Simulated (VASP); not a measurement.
# Ru in VASP: single point with r2SCAN

Aim: the single point of Ru with r2SCAN.

Program: VASP 6.6.1. These are calculated values, not measurements. Logs are shortened: lines on timing, memory, paths and dates and some standing lists are left out, and cuts for length are marked.

## (1) The cell of the first run

The cell holds a slab with vacuum, 13 atoms: a = 5.400 Å, b = 5.400 Å, c = 17.277 Å, α = 90.00°, β = 90.00°, γ = 60.00°.

## (2) Single point, r2SCAN

POSCAR

```
Ru
1.0
    5.4000000000      0.0000000000      0.0000000000
    2.7000000000      4.6765370000      0.0000000000
    0.0000000000      0.0000000000     17.2768000000
Ru
13
Direct
    0.0000000000      0.0000000000      0.0578811000
    0.5000000000      0.0000000000      0.0578811000
    0.0000000000      0.5000000000      0.0578811000
    0.5000000000      0.5000000000      0.0578811000
   -0.1690130682      0.3314680989      0.1748898219
    0.3374529262      0.3315052078      0.1748887616
   -0.1690493651      0.8380753984      0.1749260242
    0.3331438607      0.8336240519      0.1751408281
   -0.0231787207      0.0121809364      0.2972726784
    0.5108773407      0.0121356303      0.2972606873
   -0.0004739170      0.5008441945      0.2957908840
    0.5108844509      0.4781778849      0.2972453650
    0.3327852122     -0.1656412011      0.3952944473
```

INCAR.step1

```
PREC = Accurate ; ENCUT = 520
ISMEAR = -1 ; SIGMA = 0.05
LREAL = F ; LASPH = T
NELM = 100 ; NBANDS = 103
GGA = PE ; ALGO = Normal
EDIFF = 1E-4 ; LWAVE = T
LCHARG = F
```

INCAR.step2

```
PREC = Accurate ; ENCUT = 520
EDIFF = 1E-7 ; ISMEAR = -1
SIGMA = 0.05 ; LREAL = F
LASPH = T ; NELM = 100
ALGO = Normal ; ISIF = 2
LWAVE = F ; LCHARG = F
METAGGA = R2SCAN ; LMIXTAU = T
NBANDS = 103 ; ISTART = 1
```

KPOINTS

```
Automatic mesh
0
Gamma
  2 2 1
```

Potentials or basis: VASP PAW PBE potentials, release 64 (Ru_pv).

On the command line:

```console
> cat potpaw_PBE.64/Ru_pv/POTCAR > POTCAR
> cp INCAR.step1 INCAR
> mpirun -np 1 vasp_std > vasp.out
> cp INCAR.step2 INCAR
> mpirun -np 1 vasp_std > vasp.out
```

OUTCAR:

```text
PREC = Accurate
   ENCUT = 520
   EDIFF = 1E-7
   ISMEAR = -1
   LREAL = F
   LASPH = T
   NELM = 100
   ISIF = 2
   METAGGA = R2SCAN
   ISTART = 1

 ion  position               nearest neighbor table
   1  0.000  0.000  0.058-   7 2.55   5 2.55   8 2.56   3 2.70   3 2.70   4 2.70   4 2.70   2 2.70
                             2 2.70
   2  0.500  0.000  0.058-   7 2.55   6 2.55   8 2.56   4 2.70   3 2.70   4 2.70   3 2.70   1 2.70
                             1 2.70
   3  0.000  0.500  0.058-   6 2.56   5 2.56   7 2.57   1 2.70   1 2.70   2 2.70   2 2.70   4 2.70
                             4 2.70
   4  0.500  0.500  0.058-   5 2.55   6 2.55   8 2.56   2 2.70   1 2.70   2 2.70   1 2.70   3 2.70
                             3 2.70
   5  0.831  0.331  0.175-   4 2.55   1 2.55   3 2.56   9 2.59  12 2.59  11 2.62   7 2.66   6 2.66
                             8 2.70   8 2.70   6 2.74   7 2.74
   6  0.337  0.332  0.175-   4 2.55   2 2.55   3 2.56  10 2.59  12 2.59  11 2.62   7 2.66   5 2.66
                             8 2.70   8 2.70   5 2.74   7 2.74
   7  0.831  0.838  0.175-   2 2.55   1 2.55   3 2.57   9 2.59  10 2.59  11 2.62   5 2.66   6 2.66
                             8 2.70   8 2.70   6 2.74   5 2.74
   8  0.333  0.834  0.175-   1 2.56   2 2.56   4 2.56  12 2.69  10 2.69   9 2.69   6 2.70   7 2.70
                             5 2.70   5 2.70   7 2.70   6 2.70
   9  0.977  0.012  0.297-  13 2.37  10 2.52  12 2.52   5 2.59   7 2.59   8 2.69  11 2.70  11 2.70
                            12 2.88  10 2.88
  10  0.511  0.012  0.297-  13 2.37   9 2.52  12 2.52   6 2.59   7 2.59   8 2.69  11 2.70  11 2.70
                            12 2.88   9 2.88
  11  1.000  0.501  0.296-   7 2.62   5 2.62   6 2.62  10 2.70  12 2.70   9 2.70   9 2.70  12 2.70
                            10 2.70
  12  0.511  0.478  0.297-  13 2.38   9 2.52  10 2.52   5 2.59   6 2.59   8 2.69  11 2.70  11 2.70
                            10 2.88   9 2.88
  13  0.333  0.834  0.395-  10 2.37   9 2.37  12 2.38

  LATTYP: Found a hexagonal cell.
 ALAT       =     5.3999998437
 C/A-ratio  =     3.1994075000

  Lattice vectors:

 A1 = (  -2.7000000000,  -4.6765370000,   0.0000000000)
 A2 = (   5.4000000000,   0.0000000000,   0.0000000000)
 A3 = (   0.0000000000,   0.0000000000,  17.2768000000)

Analysis of symmetry for initial positions (statically):
=====================================================================
 Subroutine PRICEL returns:
 Original cell was already a primitive cell.

 Routine SETGRP: Setting up the symmetry group for a
 hexagonal supercell.

 Subroutine GETGRP returns: Found  1 space group operations
 (whereof  1 operations were pure point group operations)
 out of a pool of 24 trial point group operations.

The static configuration has the point symmetry C_1 .

Analysis of symmetry for dynamics (positions and initial velocities):
=====================================================================
 Subroutine PRICEL returns:
 Original cell was already a primitive cell.

 Routine SETGRP: Setting up the symmetry group for a
 hexagonal supercell.

 Subroutine GETGRP returns: Found  1 space group operations
 (whereof  1 operations were pure point group operations)
 out of a pool of 24 trial point group operations.

The dynamic configuration has the point symmetry C_1 .

 Subroutine INISYM returns: Found  1 space group operations
 (whereof  1 operations are pure point group operations),
 and found     1 'primitive' translations

----------------------------------------------------------------------------------------

                                     Primitive cell

  volume of cell :     436.2962

  direct lattice vectors                    reciprocal lattice vectors
     5.400000000  0.000000000  0.000000000     0.185185185 -0.106916721  0.000000000
     2.700000000  4.676537000  0.000000000     0.000000000  0.213833441  0.000000000
     0.000000000  0.000000000 17.276800000     0.000000000  0.000000000  0.057881089

  length of vectors
     5.400000000  5.399999844 17.276800000     0.213833435  0.213833441  0.057881089

  position of ions in fractional coordinates (direct lattice)
     0.000000000  0.000000000  0.057881100
     0.500000000  0.000000000  0.057881100
     0.000000000  0.500000000  0.057881100
     0.500000000  0.500000000  0.057881100
     0.830986932  0.331468099  0.174889822
[... 30 lines left out ...]
 Grid dimensions read from file:
 generate k-points for:    2    2    1

 Generating k-lattice:

  Cartesian coordinates                     Fractional coordinates (reciprocal lattice)
     0.092592593 -0.053458360  0.000000000     0.500000000  0.000000000  0.000000000
     0.000000000  0.106916721  0.000000000     0.000000000  0.500000000  0.000000000
     0.000000000  0.000000000  0.057881089     0.000000000  0.000000000  1.000000000

  Length of vectors
     0.106916718  0.106916721  0.057881089

  Shift w.r.t. Gamma in fractional coordinates (k-lattice)
     0.000000000  0.000000000  0.000000000

 Subroutine IBZKPT returns following result:
 ===========================================

 Found      4 irreducible k-points:

 Following reciprocal coordinates:
            Coordinates               Weight
  0.000000  0.000000  0.000000      1.000000
  0.500000  0.000000  0.000000      1.000000
  0.500000  0.500000  0.000000      1.000000
  0.000000  0.500000  0.000000      1.000000
   k-points           NKPTS =      4   k-points in BZ     NKDIM =      4   number of bands    NBANDS=    103
   number of dos      NEDOS =    301   number of ions     NIONS =     13
   total plane-waves  NPLWV = 204800
   dimension x,y,z NGX =    40 NGY =   40 NGZ =  128
   dimension x,y,z NGXF=    80 NGYF=   80 NGZF=  256
   ions per type =              13
   NGX,Y,Z   is equivalent  to a cutoff of  12.31, 12.31, 12.32 a.u.
   NGXF,Y,Z  is equivalent  to a cutoff of  24.63, 24.63, 24.63 a.u.
 SYSTEM =  unknown system
   PREC   = accura    normal or accurate (medium, high low for compatibility)
   ISTART =      1    job   : 0-new  1-cont  2-samecut
   ICHARG =      0    charge: 1-file 2-atom 10-const
   ISPIN  =      1    spin polarized calculation?
   LNONCOLLINEAR =      F non collinear calculations
   LSORBIT =      F    spin-orbit coupling
   LASPH  =      T    aspherical Exc in radial PAW
   ENCUT  =  520.0 eV  38.22 Ry    6.18 a.u.  10.04 10.04 32.12*2*pi/ulx,y,z
   NELM   =    100;   NELMIN=  2; NELMDL=  0     # of ELM steps
   EDIFF  = 0.1E-06   stopping-criterion for ELM
   LREAL  =      F    real-space projection
   EDIFFG = 0.1E-05   stopping-criterion for IOM
   NSW    =      0    number of steps for IOM
   IBRION =     -1    ionic relax: 0-MD 1-quasi-New 2-CG
   NFREE  =      0    steps in history (QN), initial steepest desc. (CG)
   ISIF   =      2    stress and relaxation
   ISYM   =      2    0-nonsym 1-usesym 2-fastsym
   POTIM  = 0.5000    time-step for ionic-motion
   TEBEG  =    0.0;   TEEND  =   0.0 temperature during run
   PSTRESS=    0.0 pullay stress
   NELECT =     182.0000    total number of electrons
   NUPDOWN=      -1.0000    fix difference up-down
   EMIN   =  10.00;   EMAX   =-10.00  energy-range for DOS
   EFERMI =   0.00;   METHOD = LEGACY
   ISMEAR =    -1;   SIGMA  =   0.05  broadening in eV -4-tet -1-fermi 0-gaus
   EFERMI_NEDOS =   21; number of points for ismear=-14 and -15
   IALGO  =     38    algorithm
   IMIX   =      4    mixing-type and parameters
     AMIX     =   0.40;   BMIX     =  1.00
     AMIX_MAG =   1.60;   BMIX_MAG =  1.00
  volume/ion in A,a.u.               =      33.56       226.48
  Fermi-wavevector in a.u.,A,eV,Ry     =   1.223221  2.311552 20.357973  1.496269
  Thomas-Fermi vector in A             =   2.358339
   LORBIT       =      0    0 simple, 1 ext, 2 COOP (PROOUT), +10 PAW based schemes
   METAGGA = R2SCAN    functional components
   LHFCALC =     F    Hartree Fock is set to
   AEXX    =    0.0000 exact exchange contribution
   IVDW    =     0    specifies the selected vdW correction
   LEPSILON=     F    determine dielectric tensor
   LRPA    =     F    only Hartree local field effects (RPA)
 non-spin polarized calculation
  energy-cutoff  :      520.00
  volume of cell :      436.30
 maximum number of plane-waves:     11760
   NGX = 21   NGY = 21   NGZ = 65

 number of electron     181.9999994 magnetization

 Free energy of the ion-electron system (eV)
  ---------------------------------------------------
  ext. energy  EPLUGINS =         0.00000000
  ---------------------------------------------------
  free energy    TOTEN  =      -321.42464301 eV

  energy without entropy =     -321.31667849  energy(sigma->0) =     -321.37066075

 E-fermi :   2.7258     XC(G=0):  -7.3114

 val. band max:        2.6319700806   @ k =   0.5000   0.0000   0.0000
 cond. band min:       2.7275224374   @ k =   0.0000   0.0000   0.0000
 fundamental gap:      0.0955523567
 Fermi energy:         2.7257839191

 k-point     1 :       0.0000    0.0000    0.0000
  band No.  band energies     occupation
      1     -42.6050      2.00000
      2     -42.4249      2.00000
      3     -42.4247      2.00000
      4     -42.3950      2.00000
      5     -42.3348      2.00000
      6     -42.2472      2.00000
[... 413 lines left out ...]
    102       3.9098      0.00000
    103       4.0045      0.00000

------------------------ aborting loop because EDIFF is reached ----------------------------------------

  FORCE on cell =-STRESS in cart. coord.  units (eV):
  Direction    XX          YY          ZZ          XY          YZ          ZX
  --------------------------------------------------------------------------------------
  -------------------------------------------------------------------------------------
  Total       -3.3264789     -3.3299437      1.2275856     -0.0022933     -0.1297534      0.0063507
  in kB      -12.2155749    -12.2282986      4.5079691     -0.0084214     -0.4764837      0.0233212
  external PRESSURE =      -6.6453015 kB  Pullay stress =       0.0000000 kB

 VOLUME and BASIS-vectors are now :
 -----------------------------------------------------------------------------
  energy-cutoff  :      520.00
  volume of cell :      436.30
      direct lattice vectors                 reciprocal lattice vectors
     5.400000000  0.000000000  0.000000000     0.185185185 -0.106916721  0.000000000
     2.700000000  4.676537000  0.000000000     0.000000000  0.213833441  0.000000000
     0.000000000  0.000000000 17.276800000     0.000000000  0.000000000  0.057881089

 POSITION                                       TOTAL-FORCE (eV/Angst)
 -----------------------------------------------------------------------------------
      0.00000      0.00000      1.00000        -0.491204      0.289396     -0.219206
      2.70000      0.00000      1.00000         0.490172      0.290200     -0.217711
      1.35000      2.33827      1.00000        -0.000605      0.008339      0.316626
      4.05000      2.33827      1.00000        -0.001137     -0.560560     -0.222081
      5.38229      1.55012      3.02154         0.000114      0.000800      0.027397
      2.71731      1.55030      3.02152         0.002081     -0.002223      0.027067
      6.74994      3.91929      3.02216        -0.001427      0.000070      0.018732
      4.04976      3.89847      3.02587         0.001455      0.003784      0.050842
      5.30772      0.05696      5.13592         0.007924     -0.013402      0.010252
      2.79150      0.05675      5.13571        -0.004506     -0.008442      0.011289
      6.74972      2.34222      5.11032         0.000623     -0.009716      0.043806
      4.04986      2.23622      5.13545        -0.003160      0.008057      0.013946
      4.04981      3.90191      6.82942        -0.000329     -0.006304      0.139040
 -----------------------------------------------------------------------------------
    total drift:                               -0.000023      0.000516      0.006810

  FREE ENERGIE OF THE ION-ELECTRON SYSTEM (eV)
  ---------------------------------------------------
  free  energy   TOTEN  =      -321.4246430078 eV

  energy  without entropy=     -321.3166784912  energy(sigma->0) =     -321.37066075
```

Run time: 44 min. Hardware: 1 thread of AMD EPYC 7R43 (Zen 3), shared host; peak memory 0.53 GiB.

Results:

- Free energy: -321.4246 eV
- Largest force: 0.611 eV/Å
- Band gap on the k mesh: zero (bands 91 and 92 overlap by 0.89 eV)

Forces on the atoms (eV/Å):
```
Ru  -0.491  0.289 -0.219
Ru   0.490  0.290 -0.218
Ru  -0.001  0.008  0.317
Ru  -0.001 -0.561 -0.222
Ru   0.000  0.001  0.027
Ru   0.002 -0.002  0.027
Ru  -0.001  0.000  0.019
Ru   0.001  0.004  0.051
Ru   0.008 -0.013  0.010
Ru  -0.005 -0.008  0.011
Ru   0.001 -0.010  0.044
Ru  -0.003  0.008  0.014
Ru   0.000 -0.006  0.139
```

Caveat: the k points lie up to 0.67 Å⁻¹ apart, too coarse for converged energies and pressures of a metal; the PAW data sets were made with another functional, which shifts forces and pressure a little.
